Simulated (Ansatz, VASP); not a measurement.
**One calculation of IrO2, two programs**

```
Ir O
1.0
     4.50510    0.00000    0.00000
     0.00000    4.50510    0.00000
     0.00000    0.00000    3.15860
Ir O
2 4
Direct
  0.00000 0.00000 0.00000
  0.50000 0.50000 0.50000
  0.30770 0.30770 0.00000
  0.19230 0.80770 0.50000
  0.69230 0.69230 0.00000
  0.80770 0.19230 0.50000
```

Alike in both runs: task single point; functional PBE; k mesh 4 × 4 × 6; occupations gaussian, width 0.1 eV; no spin polarisation.

```csv
,VASP,Ansatz
version,VASP 6.6.1,Ansatz 0.2.0
potentials or method,"VASP PAW PBE potentials, release 64 (Ir_sv_GW, O), cutoff 700 eV","scalar-relativistic, plane waves, PAW"
valence electrons in the cell,58,58
```

|  | VASP | Ansatz | Ansatz less VASP |
| --- | --- | --- | --- |
| gap on the k mesh at the Fermi level (eV) | none | none | - |
| pressure (GPa) | 4.7 | 5.0 | +0.36 |
| traceless stress, the component that is largest in VASP (GPa) | 1.02 | 1.01 | -0.012 |
| rms of the force components (eV/Å) | 0.050 | 0.055 | +0.0043 |

Atom by atom the forces differ by 0.004 eV/Å (rms over components). A gap of «none» marks a metal or a gap that the smearing closes.

Spin-orbit coupling is off throughout.
